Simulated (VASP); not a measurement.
Crystal: SrCl2.

```xyz
3
Lattice="0.0000 3.4977 3.4977 3.4977 0.0000 3.4977 3.4977 3.4977 0.0000" Properties=species:S:1:pos:R:3 pbc="T T T"
Sr    0.0000    0.0000    0.0000
Cl    1.7488    1.7488    1.7488
Cl    5.2465    5.2465    5.2465
```

Base run:

* Program: VASP 6.6.1
* Functional: PBE-based global hybrid with 50 % exact exchange
* Potentials or basis: VASP PAW PBE potentials, release 64 (Sr_sv, Cl)
* Cutoff: 520 eV
* k mesh: 4 × 4 × 4
* Occupations: gaussian, width 0.01 eV
* Spin: no spin polarisation

Its results: band gap on the k mesh 9.39 eV (least direct gap 9.67 eV); pressure -0.5 GPa.

Question: The run is repeated on the same cell with these changes: functional from PBE-based global hybrid with 50 % exact exchange to HSE06; share of exact exchange from 0.5 to 0.25. What comes out?

Answer: Band gap on the k mesh 6.58 eV (least direct gap 6.82 eV); pressure 0.3 GPa.

Caveats: the PAW data sets were made with another functional, which shifts forces and pressure a little.

A k mesh can miss the band edges.
